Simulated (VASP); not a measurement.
# Mo3S in VASP: relaxation of the atoms with PBE

Aim: the relaxation of the atoms of Mo3S with PBE.

Program: VASP 6.6.1. These are calculated values, not measurements. Logs are shortened: lines on timing, memory, paths and dates and some standing lists are left out, and cuts for length are marked.

**1. The cell of the first run**

The cell holds a slab with vacuum, 4 atoms: a = 2.737 Å, b = 2.737 Å, c = 19.808 Å, α = 90.00°, β = 90.00°, γ = 109.47°.

**2. Relaxation of the atoms, PBE**

File INCAR:

```
SYSTEM = Mo3S
ALGO = Normal
DIPOL = 0.5 0.5 0.363
EDIFF = 1E-7
EDIFFG = -0.025
ENCUT = 520
GGA = PE
IBRION = 2
IDIPOL = 3
ISIF = 2
ISMEAR = 0
KPAR = 2
LASPH = .TRUE.
LCHARG = .FALSE.
LDIPOL = .TRUE.
LREAL = .FALSE.
LWAVE = .FALSE.
NELM = 100
NSW = 36
PREC = Accurate
SIGMA = 0.1
```

File KPOINTS:

```
k-points
0
G
  10 10 1
  0 0 0
```

File POSCAR:

```
Mo3S
1.0
    2.7370454664      0.0000000000      0.0000000000
   -0.9123484888      2.5805112129      0.0000000000
    0.0000000000      0.0000000000     19.8082440452
Mo S
3 1
Selective dynamics
Direct
    0.5000000000      0.5000000000      0.2019361227  F F F
    0.0000000000      0.0000000000      0.3106875856  F F F
    0.5000000000      0.5000000000      0.4194336472  F F F
    0.6666666667      1.0000000000      0.5193180701  F F T
```

Potentials or basis: VASP PAW PBE potentials, release 64 (Mo_sv, S).

Started as:

```sh
cat potpaw_PBE.64/Mo_sv/POTCAR potpaw_PBE.64/S/POTCAR > POTCAR
mpirun -np 2 vasp_std > vasp.out
```

OUTCAR:

```text
SYSTEM = Mo3S
   EDIFF = 1E-7
   EDIFFG = -0.025
   ENCUT = 520
   GGA = PE
   IBRION = 2
   ISIF = 2
   ISMEAR = 0
   LASPH = .TRUE.
   LREAL = .FALSE.
   NELM = 100
   NSW = 36
   PREC = Accurate

 ion  position               nearest neighbor table
   1  0.500  0.500  0.202-   2 2.67   2 2.67   2 3.10   2 3.10
   2  0.000  0.000  0.311-   3 2.67   3 2.67   1 2.67   1 2.67   3 3.10   3 3.10   1 3.10   1 3.10

   3  0.500  0.500  0.419-   4 2.36   4 2.53   2 2.67   2 2.67   4 2.98   2 3.10   2 3.10
   4  0.667  0.000  0.519-   3 2.36   3 2.53   3 2.98

  LATTYP: Found a base centered orthorhombic cell.
 ALAT       =     3.1604678736
 B/A-ratio  =     1.4142135624
 C/A-ratio  =     6.2675036854

  Lattice vectors:

 A1 = (   2.7370454664,   0.0000000000,   0.0000000000)
 A2 = (  -0.9123484888,   2.5805112129,   0.0000000000)
 A3 = (   0.0000000000,   0.0000000000,  19.8082440452)

Analysis of symmetry for initial positions (statically):
=====================================================================
 Subroutine PRICEL returns:
 Original cell was already a primitive cell.

 Routine SETGRP: Setting up the symmetry group for a
 base centered orthorhombic supercell.

 Subroutine GETGRP returns: Found  1 space group operations
 (whereof  1 operations were pure point group operations)
 out of a pool of  8 trial point group operations.

The static configuration has the point symmetry C_1 .

Analysis of symmetry for dynamics (positions and initial velocities):
=====================================================================
 Subroutine PRICEL returns:
 Original cell was already a primitive cell.

 Routine SETGRP: Setting up the symmetry group for a
 base centered orthorhombic supercell.

 Subroutine GETGRP returns: Found  1 space group operations
 (whereof  1 operations were pure point group operations)
 out of a pool of  8 trial point group operations.

The dynamic configuration has the point symmetry C_1 .

Analysis of constrained symmetry for selective dynamics:
=====================================================================
 Subroutine PRICEL returns:
 Original cell was already a primitive cell.

 Routine SETGRP: Setting up the symmetry group for a
 base centered orthorhombic supercell.

 Subroutine GETGRP returns: Found  1 space group operations
 (whereof  1 operations were pure point group operations)
 out of a pool of  8 trial point group operations.

The constrained configuration has the point symmetry C_1 .

 Subroutine INISYM returns: Found  1 space group operations
 (whereof  1 operations are pure point group operations),
 and found     1 'primitive' translations

----------------------------------------------------------------------------------------

                                     Primitive cell

  volume of cell :     139.9052

  direct lattice vectors                    reciprocal lattice vectors
     2.737045466  0.000000000  0.000000000     0.365357467  0.129173371  0.000000000
    -0.912348489  2.580511213  0.000000000     0.000000000  0.387520114  0.000000000
     0.000000000  0.000000000 19.808244045     0.000000000  0.000000000  0.050484031

  length of vectors
     2.737045466  2.737045466 19.808244045     0.387520114  0.387520114  0.050484031

  position of ions in fractional coordinates (direct lattice)
     0.500000000  0.500000000  0.201936123
     0.000000000  0.000000000  0.310687586
     0.500000000  0.500000000  0.419433647
     0.666666667  0.000000000  0.519318070

  ion indices of the primitive-cell ions
   primitive index   ion index
                 1           1
                 2           2
                 3           3
                 4           4

----------------------------------------------------------------------------------------

 KPOINTS: k-points

Automatic generation of k-mesh.
 Grid dimensions read from file:
 generate k-points for:   10   10    1

 Generating k-lattice:

  Cartesian coordinates                     Fractional coordinates (reciprocal lattice)
     0.036535747  0.012917337  0.000000000     0.100000000 -0.000000000  0.000000000
     0.000000000  0.038752011  0.000000000     0.000000000  0.100000000  0.000000000
     0.000000000  0.000000000  0.050484031     0.000000000  0.000000000  1.000000000

  Length of vectors
     0.038752011  0.038752011  0.050484031

  Shift w.r.t. Gamma in fractional coordinates (k-lattice)
     0.000000000  0.000000000  0.000000000

 Subroutine IBZKPT returns following result:
 ===========================================

 Found     52 irreducible k-points:

 Following reciprocal coordinates:
            Coordinates               Weight
  0.000000  0.000000  0.000000      1.000000
  0.100000  0.000000  0.000000      2.000000
  0.000000  0.100000  0.000000      2.000000
  0.200000  0.000000  0.000000      2.000000
  0.000000  0.200000  0.000000      2.000000
  0.300000 -0.000000  0.000000      2.000000
[... 16 lines left out ...]
 -0.300000  0.100000  0.000000      2.000000
  0.100000 -0.300000  0.000000      2.000000
 [... further k-points ...]
   k-points           NKPTS =     52   k-points in BZ     NKDIM =     52   number of bands    NBANDS=     28
   number of dos      NEDOS =    301   number of ions     NIONS =      4
   total plane-waves  NPLWV =  60000
   dimension x,y,z NGX =    20 NGY =   20 NGZ =  150
   dimension x,y,z NGXF=    40 NGYF=   40 NGZF=  300
   ions per type =               3   1
   NGX,Y,Z   is equivalent  to a cutoff of  12.15, 12.15, 12.59 a.u.
   NGXF,Y,Z  is equivalent  to a cutoff of  24.30, 24.30, 25.18 a.u.
 SYSTEM =  Mo3S
   PREC   = accura    normal or accurate (medium, high low for compatibility)
   ISTART =      0    job   : 0-new  1-cont  2-samecut
   ICHARG =      2    charge: 1-file 2-atom 10-const
   ISPIN  =      1    spin polarized calculation?
   LNONCOLLINEAR =      F non collinear calculations
   LSORBIT =      F    spin-orbit coupling
   LASPH  =      T    aspherical Exc in radial PAW
   ENCUT  =  520.0 eV  38.22 Ry    6.18 a.u.   5.09  5.09 36.83*2*pi/ulx,y,z
   NELM   =    100;   NELMIN=  2; NELMDL= -5     # of ELM steps
   EDIFF  = 0.1E-06   stopping-criterion for ELM
   LREAL  =      F    real-space projection
   EDIFFG = -.3E-01   stopping-criterion for IOM
   NSW    =     36    number of steps for IOM
   IBRION =      2    ionic relax: 0-MD 1-quasi-New 2-CG
   NFREE  =      1    steps in history (QN), initial steepest desc. (CG)
   ISIF   =      2    stress and relaxation
   ISYM   =      2    0-nonsym 1-usesym 2-fastsym
   POTIM  = 0.5000    time-step for ionic-motion
   TEBEG  =    0.0;   TEEND  =   0.0 temperature during run
   PSTRESS=    0.0 pullay stress
   NELECT =      48.0000    total number of electrons
   NUPDOWN=      -1.0000    fix difference up-down
   EMIN   =  10.00;   EMAX   =-10.00  energy-range for DOS
   EFERMI =   0.00;   METHOD = LEGACY
   ISMEAR =     0;   SIGMA  =   0.10  broadening in eV -4-tet -1-fermi 0-gaus
   EFERMI_NEDOS =   21; number of points for ismear=-14 and -15
   IALGO  =     38    algorithm
   IMIX   =      4    mixing-type and parameters
     AMIX     =   0.40;   BMIX     =  1.00
     AMIX_MAG =   1.60;   BMIX_MAG =  1.00
  volume/ion in A,a.u.               =      34.98       236.03
  Fermi-wavevector in a.u.,A,eV,Ry     =   1.146069  2.165756 17.870892  1.313474
  Thomas-Fermi vector in A             =   2.282755
   LORBIT       =      0    0 simple, 1 ext, 2 COOP (PROOUT), +10 PAW based schemes
   GGA     = PE    functional components
   LHFCALC =     F    Hartree Fock is set to
   AEXX    =    0.0000 exact exchange contribution
   IVDW    =     0    specifies the selected vdW correction
   LEPSILON=     F    determine dielectric tensor
   LRPA    =     F    only Hartree local field effects (RPA)
 conjugate gradient relaxation of ions
 non-spin polarized calculation
 Gauss-broadening in eV      SIGMA  =   0.10
  energy-cutoff  :      520.00
  volume of cell :      139.91
 maximum number of plane-waves:      3806
   NGX = 11   NGY = 11   NGZ = 73

--------------------------------------- Ionic step        1  -------------------------------------------

 number of electron      47.9999993 magnetization

 Free energy of the ion-electron system (eV)
  ---------------------------------------------------
  ext. energy  EPLUGINS =         0.00000000
  ---------------------------------------------------
  free energy    TOTEN  =       -35.35540745 eV

  energy without entropy =      -35.33246891  energy(sigma->0) =      -35.34393818

------------------------ aborting loop because EDIFF is reached ----------------------------------------

 vacuum level on the upper side and lower side of the slab       (xc-potential included)        -0.068        -0.251

  FORCE on cell =-STRESS in cart. coord.  units (eV):
  Direction    XX          YY          ZZ          XY          YZ          ZX
  --------------------------------------------------------------------------------------
  -------------------------------------------------------------------------------------
  Total        0.7029506      3.3863212     -0.3046127     -1.0122379      1.7132857      0.0329216
  in kB        8.0501073     38.7797487     -3.4883886    -11.5920282     19.6203447      0.3770139
  external PRESSURE =      14.4471558 kB  Pullay stress =       0.0000000 kB
[... 57 lines left out ...]
  FREE ENERGIE OF THE ION-ELECTRON SYSTEM (eV)
  ---------------------------------------------------
  free  energy   TOTEN  =       -35.3867976924 eV

  energy  without entropy=      -35.3640937867  energy(sigma->0) =      -35.37544574

 dipolmoment           0.000000      0.000000     -0.029910 electrons x Angstroem

--------------------------------------- Ionic step        3  -------------------------------------------

 number of electron      47.9999994 magnetization

------------------------ aborting loop because EDIFF is reached ----------------------------------------
[... 33 lines left out ...]
--------------------------------------- Ionic step        4  -------------------------------------------

 number of electron      47.9999994 magnetization

 dipolmoment           0.000000      0.000000      0.007289 electrons x Angstroem

 Free energy of the ion-electron system (eV)
  ---------------------------------------------------
  ext. energy  EPLUGINS =         0.00000000
  ---------------------------------------------------
  free energy    TOTEN  =       -35.41373895 eV

  energy without entropy =      -35.39025003  energy(sigma->0) =      -35.40199449

 E-fermi :   2.5402     XC(G=0):  -6.4458

 val. band max:        2.5382226423   @ k =   0.2000   0.0000   0.0000
 cond. band min:       2.5404252881   @ k =   0.2000   0.3000   0.0000
 fundamental gap:      0.0022026458
 Fermi energy:         2.5402202642

 k-point     1 :       0.0000    0.0000    0.0000
  band No.  band energies     occupation
      1     -58.7314      2.00000
      2     -58.5799      2.00000
      3     -58.4161      2.00000
      4     -33.3127      2.00000
      5     -32.7556      2.00000
      6     -32.4864      2.00000
[... 733 lines left out ...]
     27       3.6601      0.00000
     28       3.9124      0.00000

 [... further k-points ...]

------------------------ aborting loop because EDIFF is reached ----------------------------------------

 vacuum level on the upper side and lower side of the slab       (xc-potential included)         0.085        -0.152

  FORCE on cell =-STRESS in cart. coord.  units (eV):
  Direction    XX          YY          ZZ          XY          YZ          ZX
  --------------------------------------------------------------------------------------
  -------------------------------------------------------------------------------------
  Total        2.7912557      4.8764645      1.7067892     -1.5777758      2.4736100      0.5992390
  in kB       31.9651294     55.8446931     19.5459475    -18.0685012     28.3274889      6.8624141
  external PRESSURE =      35.7852566 kB  Pullay stress =       0.0000000 kB
[... 19 lines left out ...]
  FREE ENERGIE OF THE ION-ELECTRON SYSTEM (eV)
  ---------------------------------------------------
  free  energy   TOTEN  =       -35.4137389458 eV

  energy  without entropy=      -35.3902500264  energy(sigma->0) =      -35.40199449

 reached required accuracy - stopping structural energy minimisation

 vacuum level on the upper side and lower side of the slab         7.340         7.039
```

Run time: 4 min. Hardware: 2 MPI ranks of Intel Xeon 6975P-C (Granite Rapids), shared host; peak memory 0.33 GiB.

What came out:

```
Free energy               : -35.4137 eV
Energy gained by relaxing : 14.6 meV/atom
Ionic steps               : 4
Band gap on the k mesh    : zero (bands 24 and 25 overlap by 1.63 eV)
```

The path:
| step | energy change (eV) | largest force on free atoms (eV/Å) | pressure (GPa) |
| --- | --- | --- | --- |
| 1 | 0.0000 | 0.8711 | 1.44 |
| 2 | -0.0314 | 0.6128 | 2.08 |
| 3 | -0.0580 | 0.0739 | 3.38 |
| 4 | -0.0583 | 0.0189 | 3.58 |

Final structure:
```yaml
crystal:
  lattice:
    - [2.73705, 0.00000, 0.00000]
    - [-0.91235, 2.58051, 0.00000]
    - [0.00000, 0.00000, 19.80824]
  atoms:
    - { symbol: Mo, position: [0.50000, 0.50000, 0.20194] }
    - { symbol: Mo, position: [0.00000, 0.00000, 0.31069] }
    - { symbol: Mo, position: [0.50000, 0.50000, 0.41943] }
    - { symbol: S, position: [0.66667, 0.00000, 0.51288] }
```
